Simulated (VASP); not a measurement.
Wanted: the native input for a VASP 6.6.1 run.

```yaml
Task: single point
Functional: PBE
Potentials_or_basis: VASP PAW PBE potentials, release 64 (Mg, O)
Cutoff: 520 eV
k_mesh: 10 × 10 × 10
Occupations: fermi-dirac, width 0.02 eV
Spin: no spin polarisation
Dipole_correction: no
Further_INCAR_settings: ALGO = Normal; EDIFF = 1e-06; NBANDS = 11
```

The structure of MgO lies in POSCAR:

```
MgO
1.0
    0.0000000000      2.1021674168      2.1202460566
    2.1021674168      0.0000000000      2.1202460566
    2.1021674168      2.1021674168      0.0000000000
Mg O
1 1
Direct
    0.0000000000      0.0000000000      0.0000000000
    0.5000000000      0.5000000000      0.5000000000
```

This cell differs from its parent crystal: uniaxial z strain +0.9%.

These files were run (other wordings do the same):

INCAR

```
  ALGO = Normal
  EDIFF = 1E-6
  ENCUT = 520
  GGA = PE
  ISIF = 2
  ISMEAR = -1
  LASPH = T
  LCHARG = F
  LREAL = F
  LWAVE = F
  NBANDS = 11
  NELM = 80
  PREC = Accurate
  SIGMA = 0.02
```

KPOINTS

```
k-points
0
Gamma
  10 10 10
```

Potentials or basis: VASP PAW PBE potentials, release 64 (Mg, O).

Command:

```console
$ cat potpaw_PBE.64/Mg/POTCAR potpaw_PBE.64/O/POTCAR > POTCAR
$ mpirun -np 1 vasp_std > vasp.out
```

Results of the run:

The pressure is 3.5 GPa and the band gap on the k mesh is 4.68 eV, direct.

Caveat: the cell differs from its parent crystal (uniaxial z strain +0.9%).

It took 9.7 s on 1 thread of Intel(R) Xeon(R) Platinum 8488C (Sapphire Rapids), with other jobs on the host, peak memory 0.15 GiB.
